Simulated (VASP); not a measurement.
# Se (Fd-3m) in VASP: relaxation of cell and atoms with r2SCAN

Aim: the relaxation of cell and atoms of Se with r2SCAN.

Everything below comes from runs of VASP 6.6.1. Logs are shortened: lines on timing, memory, paths and dates and some standing lists are left out, and cuts for length are marked.

## (1) The cell of the first run

The structure is cubic, space group Fd-3m (No. 227). Conventional cell: a = 6.224 Å, b = 6.224 Å, c = 6.224 Å, α = 90.00°, β = 90.00°, γ = 90.00°. Within 3.6 Å of Se (site symmetry -43m) lie 4 Se at 2.69 Å.

This isn't the form of Se at room conditions, which is trigonal, of chains.

## (2) Relaxation of cell and atoms, r2SCAN

POSCAR

```
Se
1.0
    0.0000000000      3.1118728895      3.1118728895
    3.1118728895      0.0000000000      3.1118728895
    3.1118728895      3.1118728895      0.0000000000
Se
2
Direct
    0.5000000000      0.5000000000      0.5000000000
    0.7500000000      0.7500000000      0.7500000000
```

INCAR.step1

```
SYSTEM = Se
ALGO = Normal
EDIFF = 1E-4
ENCUT = 600
GGA = PE
ISMEAR = 0
LASPH = .TRUE.
LCHARG = .FALSE.
LREAL = .FALSE.
LWAVE = .TRUE.
NELM = 100
PREC = Accurate
SIGMA = 0.1
```

INCAR.step2

```
SYSTEM = Se
ALGO = Normal
EDIFF = 1E-6
EDIFFG = -0.01
ENCUT = 600
IBRION = 2
ISIF = 3
ISMEAR = 0
ISTART = 1
LASPH = .TRUE.
LCHARG = .FALSE.
LMIXTAU = .TRUE.
LREAL = .FALSE.
LWAVE = .FALSE.
METAGGA = R2SCAN
NELM = 100
NSW = 100
PREC = Accurate
SIGMA = 0.1
```

KPOINTS

```
k-points
0
G
  16 16 16
  0 0 0
```

Potentials or basis: VASP PAW PBE potentials, release 64 (Se).

Launch:

```bash
cat potpaw_PBE.64/Se/POTCAR > POTCAR
cp INCAR.step1 INCAR
mpirun -np 1 vasp_std > vasp.out
cp INCAR.step2 INCAR
mpirun -np 1 vasp_std > vasp.out
```

OUTCAR:

```text
SYSTEM = Se
   EDIFF = 1E-6
   EDIFFG = -0.01
   ENCUT = 600
   IBRION = 2
   ISIF = 3
   ISMEAR = 0
   ISTART = 1
   LASPH = .TRUE.
   LREAL = .FALSE.
   METAGGA = R2SCAN
   NELM = 100
   NSW = 100
   PREC = Accurate

 ion  position               nearest neighbor table
   1  0.500  0.500  0.500-   2 2.69   2 2.69   2 2.69   2 2.69
   2  0.750  0.750  0.750-   1 2.69   1 2.69   1 2.69   1 2.69

  LATTYP: Found a face centered cubic cell.
 ALAT       =     6.2237457790

  Lattice vectors:

 A1 = (   0.0000000000,   3.1118728895,   3.1118728895)
 A2 = (   3.1118728895,   0.0000000000,   3.1118728895)
 A3 = (   3.1118728895,   3.1118728895,   0.0000000000)

Analysis of symmetry for initial positions (statically):
=====================================================================
 Subroutine PRICEL returns:
 Original cell was already a primitive cell.

 Routine SETGRP: Setting up the symmetry group for a
 face centered cubic supercell.

 Subroutine GETGRP returns: Found 48 space group operations
 (whereof 24 operations were pure point group operations)
 out of a pool of 48 trial point group operations.

The static configuration has the point symmetry T_d .
 The point group associated with its full space group is O_h .

Analysis of symmetry for dynamics (positions and initial velocities):
=====================================================================
 Subroutine PRICEL returns:
 Original cell was already a primitive cell.

 Routine SETGRP: Setting up the symmetry group for a
 face centered cubic supercell.

 Subroutine GETGRP returns: Found 48 space group operations
 (whereof 24 operations were pure point group operations)
 out of a pool of 48 trial point group operations.

The dynamic configuration has the point symmetry T_d .
 The point group associated with its full space group is O_h .

 Subroutine INISYM returns: Found 48 space group operations
 (whereof 24 operations are pure point group operations),
 and found     1 'primitive' translations

----------------------------------------------------------------------------------------

                                     Primitive cell

  volume of cell :      60.2692

  direct lattice vectors                    reciprocal lattice vectors
     0.000000000  3.111872889  3.111872889    -0.160674943  0.160674943  0.160674943
     3.111872889  0.000000000  3.111872889     0.160674943 -0.160674943  0.160674943
     3.111872889  3.111872889  0.000000000     0.160674943  0.160674943 -0.160674943

  length of vectors
     4.400852845  4.400852845  4.400852845     0.278297165  0.278297165  0.278297165

  position of ions in fractional coordinates (direct lattice)
     0.500000000  0.500000000  0.500000000
     0.750000000  0.750000000  0.750000000

  ion indices of the primitive-cell ions
   primitive index   ion index
                 1           1
                 2           2

----------------------------------------------------------------------------------------

 KPOINTS: k-points

Automatic generation of k-mesh.
 Grid dimensions read from file:
 generate k-points for:   16   16   16

 Generating k-lattice:

  Cartesian coordinates                     Fractional coordinates (reciprocal lattice)
    -0.010042184  0.010042184  0.010042184     0.062500000  0.000000000  0.000000000
     0.010042184 -0.010042184  0.010042184     0.000000000  0.062500000  0.000000000
     0.010042184  0.010042184 -0.010042184     0.000000000  0.000000000  0.062500000

  Length of vectors
     0.017393573  0.017393573  0.017393573

  Shift w.r.t. Gamma in fractional coordinates (k-lattice)
     0.000000000  0.000000000  0.000000000

 Subroutine IBZKPT returns following result:
 ===========================================

 Found    145 irreducible k-points:

 Following reciprocal coordinates:
            Coordinates               Weight
  0.000000  0.000000  0.000000      1.000000
  0.062500  0.000000  0.000000      8.000000
  0.125000  0.000000  0.000000      8.000000
  0.187500  0.000000  0.000000      8.000000
  0.250000  0.000000  0.000000      8.000000
  0.312500  0.000000  0.000000      8.000000
[... 16 lines left out ...]
 -0.125000  0.062500  0.000000     24.000000
 -0.062500  0.062500  0.000000     12.000000
 [... further k-points ...]
   k-points           NKPTS =    145   k-points in BZ     NKDIM =    145   number of bands    NBANDS=     10
   number of dos      NEDOS =    301   number of ions     NIONS =      2
   total plane-waves  NPLWV =  46656
   dimension x,y,z NGX =    36 NGY =   36 NGZ =   36
   dimension x,y,z NGXF=    72 NGYF=   72 NGZF=   72
   ions per type =               2
   NGX,Y,Z   is equivalent  to a cutoff of  13.60, 13.60, 13.60 a.u.
   NGXF,Y,Z  is equivalent  to a cutoff of  27.20, 27.20, 27.20 a.u.
 SYSTEM =  Se
   PREC   = accura    normal or accurate (medium, high low for compatibility)
   ISTART =      1    job   : 0-new  1-cont  2-samecut
   ICHARG =      0    charge: 1-file 2-atom 10-const
   ISPIN  =      1    spin polarized calculation?
   LNONCOLLINEAR =      F non collinear calculations
   LSORBIT =      F    spin-orbit coupling
   LASPH  =      T    aspherical Exc in radial PAW
   ENCUT  =  600.0 eV  44.10 Ry    6.64 a.u.   8.79  8.79  8.79*2*pi/ulx,y,z
   NELM   =    100;   NELMIN=  2; NELMDL=  0     # of ELM steps
   EDIFF  = 0.1E-05   stopping-criterion for ELM
   LREAL  =      F    real-space projection
   EDIFFG = -.1E-01   stopping-criterion for IOM
   NSW    =    100    number of steps for IOM
   IBRION =      2    ionic relax: 0-MD 1-quasi-New 2-CG
   NFREE  =      1    steps in history (QN), initial steepest desc. (CG)
   ISIF   =      3    stress and relaxation
   ISYM   =      2    0-nonsym 1-usesym 2-fastsym
   POTIM  = 0.5000    time-step for ionic-motion
   TEBEG  =    0.0;   TEEND  =   0.0 temperature during run
   PSTRESS=    0.0 pullay stress
   NELECT =      12.0000    total number of electrons
   NUPDOWN=      -1.0000    fix difference up-down
   EMIN   =  10.00;   EMAX   =-10.00  energy-range for DOS
   EFERMI =   0.00;   METHOD = LEGACY
   ISMEAR =     0;   SIGMA  =   0.10  broadening in eV -4-tet -1-fermi 0-gaus
   EFERMI_NEDOS =   21; number of points for ismear=-14 and -15
   IALGO  =     38    algorithm
   IMIX   =      4    mixing-type and parameters
     AMIX     =   0.40;   BMIX     =  1.00
     AMIX_MAG =   1.60;   BMIX_MAG =  1.00
  volume/ion in A,a.u.               =      30.13       203.36
  Fermi-wavevector in a.u.,A,eV,Ry     =   0.955953  1.806490 12.433643  0.913847
  Thomas-Fermi vector in A             =   2.084838
   LORBIT       =      0    0 simple, 1 ext, 2 COOP (PROOUT), +10 PAW based schemes
   METAGGA = R2SCAN    functional components
   LHFCALC =     F    Hartree Fock is set to
   AEXX    =    0.0000 exact exchange contribution
   IVDW    =     0    specifies the selected vdW correction
   LEPSILON=     F    determine dielectric tensor
   LRPA    =     F    only Hartree local field effects (RPA)
 conjugate gradient relaxation of ions
 non-spin polarized calculation
 Gauss-broadening in eV      SIGMA  =   0.10
  energy-cutoff  :      600.00
  volume of cell :       60.27
 maximum number of plane-waves:      2044
   NGX = 17   NGY = 17   NGZ = 17

--------------------------------------- Ionic step        1  -------------------------------------------

 number of electron      12.0000001 magnetization

 Free energy of the ion-electron system (eV)
  ---------------------------------------------------
  ext. energy  EPLUGINS =         0.00000000
  ---------------------------------------------------
  free energy    TOTEN  =       -27.28133408 eV

  energy without entropy =      -27.27251621  energy(sigma->0) =      -27.27692514

------------------------ aborting loop because EDIFF is reached ----------------------------------------

  FORCE on cell =-STRESS in cart. coord.  units (eV):
  Direction    XX          YY          ZZ          XY          YZ          ZX
  --------------------------------------------------------------------------------------
  -------------------------------------------------------------------------------------
  Total        0.5097576      0.5097576      0.5097576      0.0000000      0.0000000      0.0000000
  in kB       13.5512300     13.5512300     13.5512300      0.0000000      0.0000000      0.0000000
  external PRESSURE =      13.5512300 kB  Pullay stress =       0.0000000 kB
[... 57 lines left out ...]
  energy  without entropy=      -27.2798511224  energy(sigma->0) =      -27.28422169

--------------------------------------- Ionic step        3  -------------------------------------------

 number of electron      12.0000000 magnetization

 Free energy of the ion-electron system (eV)
  ---------------------------------------------------
  ext. energy  EPLUGINS =         0.00000000
  ---------------------------------------------------
  free energy    TOTEN  =       -27.28892987 eV

  energy without entropy =      -27.28017346  energy(sigma->0) =      -27.28455166

 E-fermi :   1.9916     XC(G=0):  -8.7242

 val. band max:        1.9872243732   @ k =  -0.4375   0.1875   0.0000
 cond. band min:       1.9942654947   @ k =  -0.4375   0.1875   0.0625
 fundamental gap:      0.0070411215
 Fermi energy:         1.9915589133

 k-point     1 :       0.0000    0.0000    0.0000
  band No.  band energies     occupation
      1     -14.0968      2.00000
      2      -8.5268      2.00000
      3      -1.6841      2.00000
      4      -1.6841      2.00000
      5      -1.6841      2.00000
      6       1.1672      2.00000
      7       1.1672      2.00000
      8       1.1672      2.00000
      9       6.7345      0.00000
     10      10.1384      0.00000
[... 287 lines left out ...]
 k-point    24 :      -0.0625    0.0625    0.0000
  band No.  band energies     occupation
      1     -14.0232      2.00000
      2      -8.7206      2.00000
      3      -1.8894      2.00000
      4      -1.7387      2.00000
      5      -1.6510      2.00000
      6       1.2347      2.00000
      7       1.2553      2.00000
      8       1.4532      2.00000
      9       7.0772      0.00000
     10       9.6481      0.00000

 [... further k-points ...]

------------------------ aborting loop because EDIFF is reached ----------------------------------------

  FORCE on cell =-STRESS in cart. coord.  units (eV):
  Direction    XX          YY          ZZ          XY          YZ          ZX
  --------------------------------------------------------------------------------------
  -------------------------------------------------------------------------------------
  Total        0.0011301      0.0011301      0.0011301      0.0000000      0.0000000      0.0000000
  in kB        0.0291523      0.0291523      0.0291523      0.0000000      0.0000000      0.0000000
  external PRESSURE =       0.0291523 kB  Pullay stress =       0.0000000 kB
[... 17 lines left out ...]
  FREE ENERGIE OF THE ION-ELECTRON SYSTEM (eV)
  ---------------------------------------------------
  free  energy   TOTEN  =       -27.2889298730 eV

  energy  without entropy=      -27.2801734563  energy(sigma->0) =      -27.28455166

 reached required accuracy - stopping structural energy minimisation
```

Run time: 9.2 min. Hardware: 1 thread of AMD EPYC 9R45 (Zen 5), shared host; peak memory 0.26 GiB.

Results:

```
Free energy                           : -27.2889 eV
Relaxed volume                        : 31.05 Å³/atom
Relaxed cell                          : a = 4.445 Å, b = 4.445 Å, c = 4.445 Å, α = 60.00°, β = 60.00°, γ = 60.00°
Space group after relaxing (to 0.1 Å) : Fd-3m (No. 227)
Energy gained by relaxing             : 3.8 meV/atom
Ionic steps                           : 3
Pressure after relaxing               : 0.0 GPa
Band gap on the k mesh                : zero (bands 6 and 7 overlap by 1.14 eV)
```

Step by step:
```
step  energy change (eV)  largest force (eV/Å)  pressure (GPa)  volume (Å³)
   1              0.0000                0.0000            1.36        60.27
   2             -0.0073                0.0000           -0.28        62.52
   3             -0.0076                0.0000            0.00        62.11
```

Final structure:
```xyz
2
Lattice="0.0000 3.1432 3.1432 3.1432 0.0000 3.1432 3.1432 3.1432 0.0000" Properties=species:S:1:pos:R:3 pbc="T T T"
Se    3.1432    3.1432    3.1432
Se    4.7149    4.7149    4.7149
```

Caveat: the PAW data sets were made with another functional, which shifts forces and pressure a little.
